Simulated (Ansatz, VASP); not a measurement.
**Cu2Os in VASP and in Ansatz**

```
Cu Os
1.0
    -1.29123    1.29123    5.78830
     1.29123   -1.29123    5.78830
     1.29123    1.29123   -5.78830
Cu Os
2 1
Direct
  0.66983 0.66983 0.00000
  0.33017 0.33017 0.00000
  0.00000 0.00000 0.00000
```

Alike in both runs: functional PBE; k mesh 8 × 8 × 8; occupations gaussian, width 0.1 eV; no spin polarisation.

Ansatz relaxed the structure, and its values are those at the end. VASP's run is a single point on that final structure, the one shown.

|  | VASP | Ansatz |
| --- | --- | --- |
| version | VASP 6.6.1 | Ansatz 0.2.0 |
| potentials or method | VASP PAW PBE potentials, release 64 (Cu, Os), cutoff 520 eV | scalar-relativistic, plane waves, PAW |
| valence electrons in the cell | 30 | 54 |

|  | VASP | Ansatz | Ansatz less VASP |
| --- | --- | --- | --- |
| gap on the k mesh at the Fermi level (eV) | none | none | - |
| pressure (GPa) | 0.5 | 0.1 | -0.41 |
| rms of the force components (eV/Å) | 0.013 | 0.003 | -0.0096 |

A gap of «none» marks a metal or a gap that the smearing closes. VASP's potentials hold 30 valence electrons a cell and Ansatz's 54, so a difference there can come from the potentials and not from the codes.

The k mesh is coarse, so the values compare programs but aren't converged. Neither program's run includes spin-orbit coupling.
